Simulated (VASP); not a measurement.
# CoPtO2 (R-3m) in VASP: notebook, part 2 of 2

VASP 6.6.1. The steps go on from the part before.

**4. Single point, PBEsol**

This run uses another cell than the first one, of 10.26 Å³/atom.

Input file INCAR:

```
SYSTEM = CoPtO2
  PREC = Accurate
  ENCUT = 600
  EDIFF = 1E-6
  ISMEAR = -1
  SIGMA = 0.05
  LREAL = .False.
  LASPH = .True.
  NELM = 120
  ALGO = Normal
  ISIF = 2
  LWAVE = .False.
  LCHARG = .True.
  GGA = PS
  LELF = .True.
  LVHAR = .True.
  NBANDS = 32
  GGA_COMPAT = .False.
```

Input file KPOINTS:

```
Automatic mesh
0
Gamma
  11 11 11
  0 0 0
```

Input file POSCAR:

```
CoPtO2
1.0
    1.4122699173      0.8153744169      5.9393891094
   -1.4122699173      0.8153744169      5.9393891094
    0.0000000000     -1.6307488338      5.9393891094
Pt Co O
1 1 2
Direct
    0.0000000000      0.0000000000      0.0000000000
    0.5000000000      0.5000000000      0.5000000000
    0.1122440300      0.1122440300      0.1122440300
    0.8877559700      0.8877559700      0.8877559700
```

Potentials or basis: VASP PAW PBE potentials, release 64 (Pt_sv_GW, Co_sv, O).

Run with:

```
cat potpaw_PBE.64/Pt_sv_GW/POTCAR potpaw_PBE.64/Co_sv/POTCAR potpaw_PBE.64/O/POTCAR > POTCAR
mpirun -np 1 vasp_std > vasp.out
```

OUTCAR:

```text
SYSTEM = CoPtO2
   PREC = Accurate
   ENCUT = 600
   EDIFF = 1E-6
   ISMEAR = -1
   LREAL = .False.
   LASPH = .True.
   NELM = 120
   ISIF = 2
   GGA = PS

 ion  position               nearest neighbor table
   1  0.000  0.000  0.000-   3 2.00   4 2.00
   2  0.500  0.500  0.500-   3 1.90   4 1.90   3 1.90   3 1.90   4 1.90   4 1.90
   3  0.112  0.112  0.112-   2 1.90   2 1.90   2 1.90   1 2.00
   4  0.888  0.888  0.888-   2 1.90   2 1.90   2 1.90   1 2.00

  LATTYP: Found a trigonal (rhomboedric) cell.
 ALAT       =     6.1591951383
 COS(alpha) =     0.8948480128

  Lattice vectors:

 A1 = (   1.4122699173,   0.8153744169,   5.9393891094)
 A2 = (  -1.4122699173,   0.8153744169,   5.9393891094)
 A3 = (   0.0000000000,  -1.6307488338,   5.9393891094)

Analysis of symmetry for initial positions (statically):
=====================================================================
 Subroutine PRICEL returns:
 Original cell was already a primitive cell.

 Routine SETGRP: Setting up the symmetry group for a
 trigonal (rhombohedral) supercell.

 Subroutine GETGRP returns: Found 12 space group operations
 (whereof 12 operations were pure point group operations)
 out of a pool of 12 trial point group operations.

The static configuration has the point symmetry D_3d.

Analysis of symmetry for dynamics (positions and initial velocities):
=====================================================================
 Subroutine PRICEL returns:
 Original cell was already a primitive cell.

 Routine SETGRP: Setting up the symmetry group for a
 trigonal (rhombohedral) supercell.

 Subroutine GETGRP returns: Found 12 space group operations
 (whereof 12 operations were pure point group operations)
 out of a pool of 12 trial point group operations.

The dynamic configuration has the point symmetry D_3d.

[... 117 lines left out ...]
   ISMEAR =    -1;   SIGMA  =   0.05  broadening in eV -4-tet -1-fermi 0-gaus
   EFERMI_NEDOS =   21; number of points for ismear=-14 and -15
   IALGO  =     38    algorithm
   IMIX   =      4    mixing-type and parameters
     AMIX     =   0.40;   BMIX     =  1.00
     AMIX_MAG =   1.60;   BMIX_MAG =  1.00
  volume/ion in A,a.u.               =      10.26        69.23
  Fermi-wavevector in a.u.,A,eV,Ry     =   1.712845  3.236809 39.917310  2.933840
  Thomas-Fermi vector in A             =   2.790699
   LORBIT       =      0    0 simple, 1 ext, 2 COOP (PROOUT), +10 PAW based schemes
   GGA     = PS    functional components
   LHFCALC =     F    Hartree Fock is set to
   AEXX    =    0.0000 exact exchange contribution
   IVDW    =     0    specifies the selected vdW correction
   LEPSILON=     F    determine dielectric tensor
   LRPA    =     F    only Hartree local field effects (RPA)
 non-spin polarized calculation
  energy-cutoff  :      600.00
  volume of cell :       41.04
 maximum number of plane-waves:      1403
 NGX is ok and might be reduce to    50
   NGX = 25   NGY = 25   NGZ = 25

 number of electron      46.9999986 magnetization

 Free energy of the ion-electron system (eV)
  ---------------------------------------------------
  ext. energy  EPLUGINS =         0.00000000
  ---------------------------------------------------
  free energy    TOTEN  =       -28.86453387 eV

  energy without entropy =      -28.86026411  energy(sigma->0) =      -28.86239899

 E-fermi :   8.8980     XC(G=0): -13.3012

 val. band max:        8.8229903444   @ k =  -0.3636  -0.3636   0.0909
 cond. band min:       8.9785154821   @ k =   0.4545   0.4545   0.0000
 fundamental gap:      0.1555251377
 Fermi energy:         8.8979625346

 k-point     1 :       0.0000    0.0000    0.0000
  band No.  band energies     occupation
      1     -90.0369      2.00000
      2     -86.5349      2.00000
      3     -49.9489      2.00000
      4     -49.9489      2.00000
      5     -49.9271      2.00000
      6     -44.5289      2.00000
[... 829 lines left out ...]
     31      21.7633      0.00000
     32      21.9177      0.00000

 [... further k-points ...]

------------------------ aborting loop because EDIFF is reached ----------------------------------------

  FORCE on cell =-STRESS in cart. coord.  units (eV):
  Direction    XX          YY          ZZ          XY          YZ          ZX
  --------------------------------------------------------------------------------------
  -------------------------------------------------------------------------------------
  Total       -1.4375235     -1.4375235     -2.0227163      0.0000000     -0.0000000      0.0000000
  in kB      -56.1251744    -56.1251744    -78.9728372      0.0000000     -0.0000000      0.0000000
  external PRESSURE =     -63.7410620 kB  Pullay stress =       0.0000000 kB

 VOLUME and BASIS-vectors are now :
 -----------------------------------------------------------------------------
  energy-cutoff  :      600.00
  volume of cell :       41.04
      direct lattice vectors                 reciprocal lattice vectors
     1.412269917  0.815374417  5.939389109     0.354039971  0.204405072  0.056122495
    -1.412269917  0.815374417  5.939389109    -0.354039971  0.204405072  0.056122495
     0.000000000 -1.630748834  5.939389109     0.000000000 -0.408810145  0.056122495

 POSITION                                       TOTAL-FORCE (eV/Angst)
 -----------------------------------------------------------------------------------
      0.00000      0.00000      0.00000         0.000000      0.000000     -0.000000
      0.00000      0.00000      8.90908         0.000000     -0.000000     -0.000000
      0.00000      0.00000      1.99998         0.000000      0.000000      0.006831
      0.00000      0.00000     15.81818         0.000000      0.000000     -0.006831
 -----------------------------------------------------------------------------------
    total drift:                               -0.000000     -0.000000     -0.000000

  FREE ENERGIE OF THE ION-ELECTRON SYSTEM (eV)
  ---------------------------------------------------
  free  energy   TOTEN  =       -28.8645338719 eV

  energy  without entropy=      -28.8602641105  energy(sigma->0) =      -28.86239899
```

stdout:

```text
POSCAR found type information on POSCAR PtCoO
 POSCAR found :  3 types and       4 ions
 scaLAPACK will be used
 -----------------------------------------------------------------------------
|                                                                             |
|                                                                             |
|     You enforced a specific xc type in the INCAR file but a different       |
|     I HOPE YOU KNOW WHAT YOU ARE DOING!                                     |
|                                                                             |
 -----------------------------------------------------------------------------

 LDA part: xc-table for (Slater+PW92), standard interpolation
 POSCAR, INCAR and KPOINTS ok, starting setup
 FFT: planning ... GRIDC
 FFT: planning ... GRID_SOFT
 FFT: planning ... GRID
 WAVECAR not read
 entering main loop
```

It took 19 min on 1 thread of Intel Xeon Platinum 8259CL at 2.50GHz (Skylake/Cascade Lake), shared host; peak memory 0.51 GiB.

Results:

```yaml
Free_energy: -28.8645 eV
Pressure: -6.4 GPa
Largest_force: 0.007 eV/Å
Band_gap_on_the_k_mesh: zero (an odd number of electrons rules out a gap without spin polarisation)
```

Forces in eV/Å, atoms in the order of the input:
```
Pt   0.000  0.000  0.000
Co   0.000  0.000  0.000
O    0.000  0.000  0.007
O    0.000  0.000 -0.007
```

Caveat: the cell stands under tension; the PAW data sets were made with another functional, which shifts forces and pressure a little; spin-orbit coupling is left out, which moves the levels of the heavy elements; an odd number of electrons without spin polarisation forces a metal; a magnetic or distorted state may lie lower; the run has no spin polarisation, though such a crystal can be magnetic; semilocal functionals often make such compounds metallic where correlation or magnetic order opens a gap, which also shifts bond lengths.

**5. Single point, PBE, collinear spin, ferromagnetic start**

This run uses another cell than the first one, of 10.26 Å³/atom.

Input file INCAR:

```
SYSTEM = CoPtO2
PREC = Accurate ; ENCUT = 520
EDIFF = 1E-6 ; ISMEAR = -1
SIGMA = 0.05 ; LREAL = .FALSE.
LASPH = .TRUE. ; NELM = 150
ALGO = Normal ; ISIF = 2
LWAVE = .FALSE. ; LCHARG = .FALSE.
ISPIN = 2 ; MAGMOM = 0 3.5 0 0
LORBIT = 11 ; LMAXMIX = 4
GGA = PE ; NBANDS = 28
```

Input file KPOINTS:

```
Automatic mesh
0
G
  11 11 11
  0 0 0
```

POSCAR is that of step 4.

Potentials or basis: VASP PAW PBE potentials, release 64 (Pt, Co, O).

Run with:

```
cat potpaw_PBE.64/Pt/POTCAR potpaw_PBE.64/Co/POTCAR potpaw_PBE.64/O/POTCAR > POTCAR
mpirun -np 1 vasp_std > vasp.out
```

OUTCAR:

```text
SYSTEM = CoPtO2
   PREC = Accurate
   ENCUT = 520
   EDIFF = 1E-6
   ISMEAR = -1
   LREAL = .FALSE.
   LASPH = .TRUE.
   NELM = 150
   ISIF = 2
   ISPIN = 2
   LORBIT = 11
   GGA = PE

 ion  position               nearest neighbor table
   1  0.000  0.000  0.000-   3 2.00   4 2.00
   2  0.500  0.500  0.500-   3 1.90   4 1.90   3 1.90   3 1.90   4 1.90   4 1.90
   3  0.112  0.112  0.112-   2 1.90   2 1.90   2 1.90   1 2.00
   4  0.888  0.888  0.888-   2 1.90   2 1.90   2 1.90   1 2.00

  LATTYP: Found a trigonal (rhomboedric) cell.
 ALAT       =     6.1591951383
 COS(alpha) =     0.8948480128

  Lattice vectors:

 A1 = (   1.4122699173,   0.8153744169,   5.9393891094)
 A2 = (  -1.4122699173,   0.8153744169,   5.9393891094)
 A3 = (   0.0000000000,  -1.6307488338,   5.9393891094)

Analysis of symmetry for initial positions (statically):
=====================================================================
 Subroutine PRICEL returns:
 Original cell was already a primitive cell.

 Routine SETGRP: Setting up the symmetry group for a
 trigonal (rhombohedral) supercell.

 Subroutine GETGRP returns: Found 12 space group operations
 (whereof 12 operations were pure point group operations)
 out of a pool of 12 trial point group operations.

The static configuration has the point symmetry D_3d.

Analysis of symmetry for dynamics (positions and initial velocities):
=====================================================================
 Subroutine PRICEL returns:
 Original cell was already a primitive cell.

 Routine SETGRP: Setting up the symmetry group for a
 trigonal (rhombohedral) supercell.

 Subroutine GETGRP returns: Found 12 space group operations
 (whereof 12 operations were pure point group operations)
 out of a pool of 12 trial point group operations.

The dynamic configuration has the point symmetry D_3d.

Analysis of structural, dynamic, and magnetic symmetry:
=====================================================================
 Subroutine PRICEL returns:
 Original cell was already a primitive cell.

 Routine SETGRP: Setting up the symmetry group for a
 trigonal (rhombohedral) supercell.

 Subroutine GETGRP returns: Found 12 space group operations
 (whereof 12 operations were pure point group operations)
 out of a pool of 12 trial point group operations.

The overall configuration has the point symmetry D_3d.

 Subroutine INISYM returns: Found 12 space group operations
 (whereof 12 operations are pure point group operations),
 and found     1 'primitive' translations

----------------------------------------------------------------------------------------

                                     Primitive cell

  volume of cell :      41.0363

  direct lattice vectors                    reciprocal lattice vectors
     1.412269917  0.815374417  5.939389109     0.354039971  0.204405072  0.056122495
    -1.412269917  0.815374417  5.939389109    -0.354039971  0.204405072  0.056122495
     0.000000000 -1.630748834  5.939389109     0.000000000 -0.408810145  0.056122495

  length of vectors
     6.159195138  6.159195138  6.159195138     0.412644482  0.412644482  0.412644482

  position of ions in fractional coordinates (direct lattice)
     0.000000000  0.000000000  0.000000000
     0.500000000  0.500000000  0.500000000
[... 75 lines left out ...]
   ISPIN  =      2    spin polarized calculation?
   LNONCOLLINEAR =      F non collinear calculations
   LSORBIT =      F    spin-orbit coupling
   LASPH  =      T    aspherical Exc in radial PAW
   ENCUT  =  520.0 eV  38.22 Ry    6.18 a.u.  11.45 11.45 11.45*2*pi/ulx,y,z
   NELM   =    150;   NELMIN=  2; NELMDL= -5     # of ELM steps
   EDIFF  = 0.1E-05   stopping-criterion for ELM
   LREAL  =      F    real-space projection
[... 7 lines left out ...]
   TEBEG  =    0.0;   TEEND  =   0.0 temperature during run
   PSTRESS=    0.0 pullay stress
   NELECT =      31.0000    total number of electrons
   NUPDOWN=      -1.0000    fix difference up-down
   EMIN   =  10.00;   EMAX   =-10.00  energy-range for DOS
   EFERMI =   0.00;   METHOD = LEGACY
   ISMEAR =    -1;   SIGMA  =   0.05  broadening in eV -4-tet -1-fermi 0-gaus
   EFERMI_NEDOS =   21; number of points for ismear=-14 and -15
   IALGO  =     38    algorithm
   IMIX   =      4    mixing-type and parameters
     AMIX     =   0.40;   BMIX     =  1.00
     AMIX_MAG =   1.60;   BMIX_MAG =  1.00
  volume/ion in A,a.u.               =      10.26        69.23
  Fermi-wavevector in a.u.,A,eV,Ry     =   1.490983  2.817550 30.246177  2.223031
  Thomas-Fermi vector in A             =   2.603696
   LORBIT       =     11    0 simple, 1 ext, 2 COOP (PROOUT), +10 PAW based schemes
   GGA     = PE    functional components
   LHFCALC =     F    Hartree Fock is set to
   AEXX    =    0.0000 exact exchange contribution
   IVDW    =     0    specifies the selected vdW correction
   LEPSILON=     F    determine dielectric tensor
   LRPA    =     F    only Hartree local field effects (RPA)
 spin polarized calculation
  energy-cutoff  :      520.00
  volume of cell :       41.04
 maximum number of plane-waves:      1120
 NGX is ok and might be reduce to    48
   NGX = 23   NGY = 23   NGZ = 23

 number of electron      30.9999999 magnetization       0.0039832

 number of electron      30.9999999 magnetization      -0.0002455

 Free energy of the ion-electron system (eV)
  ---------------------------------------------------
  ext. energy  EPLUGINS =         0.00000000
  ---------------------------------------------------
  free energy    TOTEN  =       -26.45597822 eV

  energy without entropy =      -26.45152210  energy(sigma->0) =      -26.45375016

 E-fermi :   8.7878     XC(G=0): -12.6852

 val. band max:        8.7157437553   @ k =  -0.3636  -0.3636   0.0909
 cond. band min:       8.8593594532   @ k =   0.4545   0.4545   0.0000
 fundamental gap:      0.1436156979
 Fermi energy:         8.7877961700

 spin component 1

 k-point     1 :       0.0000    0.0000    0.0000
  band No.  band energies     occupation
      1     -12.8851      1.00000
      2     -10.9825      1.00000
      3      -0.9356      1.00000
      4       1.7034      1.00000
      5       2.2017      1.00000
      6       2.2017      1.00000
[... 709 lines left out ...]
     26      26.4504      0.00000
     27      26.8595      0.00000

 [... further k-points ...]

 spin component 2

 k-point     1 :       0.0000    0.0000    0.0000
  band No.  band energies     occupation
      1     -12.8850      1.00000
      2     -10.9823      1.00000
      3      -0.9356      1.00000
      4       1.7035      1.00000
      5       2.2016      1.00000
      6       2.2016      1.00000
[... 709 lines left out ...]
     26      26.4504      0.00000
     27      26.8596      0.00000

 [... further k-points ...]

 [bands above 27 left out]

------------------------ aborting loop because EDIFF is reached ----------------------------------------

  FORCE on cell =-STRESS in cart. coord.  units (eV):
  Direction    XX          YY          ZZ          XY          YZ          ZX
  --------------------------------------------------------------------------------------
  -------------------------------------------------------------------------------------
  Total        1.5811854      1.5811854      1.4297356      0.0000000      0.0000000      0.0000000
  in kB       61.7341609     61.7341609     55.8211133      0.0000000      0.0000000      0.0000000
  external PRESSURE =      59.7631450 kB  Pullay stress =       0.0000000 kB

 VOLUME and BASIS-vectors are now :
 -----------------------------------------------------------------------------
  energy-cutoff  :      520.00
  volume of cell :       41.04
      direct lattice vectors                 reciprocal lattice vectors
     1.412269917  0.815374417  5.939389109     0.354039971  0.204405072  0.056122495
    -1.412269917  0.815374417  5.939389109    -0.354039971  0.204405072  0.056122495
     0.000000000 -1.630748834  5.939389109     0.000000000 -0.408810145  0.056122495

 POSITION                                       TOTAL-FORCE (eV/Angst)
 -----------------------------------------------------------------------------------
      0.00000      0.00000      0.00000         0.000000     -0.000000      0.000000
      0.00000      0.00000      8.90908        -0.000000      0.000000      0.000000
      0.00000      0.00000      1.99998         0.000000     -0.000000     -0.109569
      0.00000      0.00000     15.81818         0.000000     -0.000000      0.109569
 -----------------------------------------------------------------------------------
    total drift:                                0.000000      0.000000     -0.000000

  FREE ENERGIE OF THE ION-ELECTRON SYSTEM (eV)
  ---------------------------------------------------
  free  energy   TOTEN  =       -26.4559782227 eV

  energy  without entropy=      -26.4515221032  energy(sigma->0) =      -26.45375016

 total charge

# of ion       s       p       d       tot
------------------------------------------
    1        0.651   0.571   8.012   9.234
    2        0.432   0.668   7.363   8.463
    3        1.557   3.458   0.000   5.015
    4        1.557   3.458   0.000   5.015
--------------------------------------------------
tot          4.196   8.157  15.375  27.728

 magnetization (x)

# of ion       s       p       d       tot
------------------------------------------
    1        0.000   0.000   0.000   0.000
    2       -0.000  -0.000  -0.000  -0.000
    3       -0.000   0.000   0.000   0.000
    4       -0.000   0.000   0.000   0.000
--------------------------------------------------
tot         -0.000   0.000  -0.000  -0.000
```

It took 17 min on 1 thread of AMD EPYC 9R45 (Zen 5), shared host; peak memory 0.56 GiB.

What came out:

| Quantity | Value |
| --- | --- |
| Free energy | -26.4560 eV |
| Pressure | 6.0 GPa |
| Largest force | 0.110 eV/Å |
| Net moment | 0.00 μB per cell |
| Valence electrons inside the program's atomic spheres | Pt 9.23; Co 8.46; O 5.01 |

Forces in eV/Å, atoms in the order of the input:
```
Pt   0.000  0.000  0.000
Co   0.000  0.000  0.000
O    0.000  0.000 -0.110
O    0.000  0.000  0.110
```

Stress tensor (GPa, compression positive):
```
6.17 0.00 0.00
0.00 6.17 0.00
0.00 0.00 5.58
```

Caveat: the cell stands under pressure; spin-orbit coupling is left out, which moves the levels of the heavy elements; semilocal functionals often make such compounds metallic where correlation or magnetic order opens a gap, which also shifts bond lengths. With open d or f shells a metallic result of PBE can be an artefact of self-interaction; +U or a hybrid may open a gap.
